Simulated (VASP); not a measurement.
The system is TaAs.

```xyz
4
Lattice="-1.7218 1.7218 5.8679 1.7218 -1.7218 5.8679 1.7218 1.7218 -5.8679" Properties=species:S:1:pos:R:3 pbc="T T T"
Ta    0.0000    0.0000    5.8676
Ta    1.7218    0.0000    2.9336
As    0.0000    0.0000    0.9698
As    0.0000    1.7218    3.9037
```

Base run:

| Quantity | Value |
| --- | --- |
| Program | VASP 6.6.1 |
| Functional | PBEsol |
| Potentials or basis | VASP PAW PBE potentials, release 64 (Ta_pv, As) |
| Cutoff | 520 eV |
| k mesh | 11 × 11 × 11 |
| Occupations | fermi-dirac, width 0.05 eV |
| Spin | no spin polarisation |
| Hubbard terms | Ta d U = 6.0 eV |

Its results: band gap on the k mesh zero (band 16 reaches 7.52 eV, above the bottom of band 17 at 7.50 eV); pressure 6.7 GPa; largest force 0.025 eV/Å.

Task: The run is repeated on the same cell with these changes: hubbard terms from Ta d U = 6.0 eV to Ta d U = 2.0 eV. What comes out?

Result: Band gap on the k mesh zero (band 16 reaches 7.04 eV, above the bottom of band 17 at 7.03 eV); pressure -0.1 GPa; largest force 0.023 eV/Å.

Caveats: the PAW data sets were made with another functional, which shifts forces and pressure a little; spin-orbit coupling is left out, which moves the levels of the heavy elements; U without spin polarisation on a metal has little footing; the U is typed as a test and isn't derived for this compound.
